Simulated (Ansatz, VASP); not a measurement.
## Two plane-wave programs on Au

```
CELL_PARAMETERS angstrom
2.92555 0.00000 0.00000
-1.46278 2.53360 0.00000
0.00000 0.00000 4.92300
ATOMIC_POSITIONS crystal
Au 0.33333 0.66667 0.75000
Au 0.66667 0.33333 0.25000
```

Alike in both runs: task single point; functional PBEsol; k mesh 13 × 13 × 7; no spin polarisation.

|  | VASP | Ansatz |
| --- | --- | --- |
| version | VASP 6.6.1 | Ansatz 0.2.0 |
| potentials or method | VASP PAW PBE potentials, release 64 (Au), cutoff 520 eV | plane waves, PAW |
| occupations | fermi-dirac, width 0.1 eV | fermi-dirac |
| valence electrons in the cell | 22 | 38 |

```tsv
	VASP	Ansatz	Ansatz less VASP
pressure (GPa)	-10.0	-9.8	+0.21
traceless stress, the component that is largest in VASP (GPa)	0.08	0.09	+0.005
```

VASP's potentials were made for PBE, not for PBEsol. VASP's potentials hold 22 valence electrons a cell and Ansatz's 38, so a difference there can come from the potentials and not from the codes.

Neither program's run includes spin-orbit coupling.
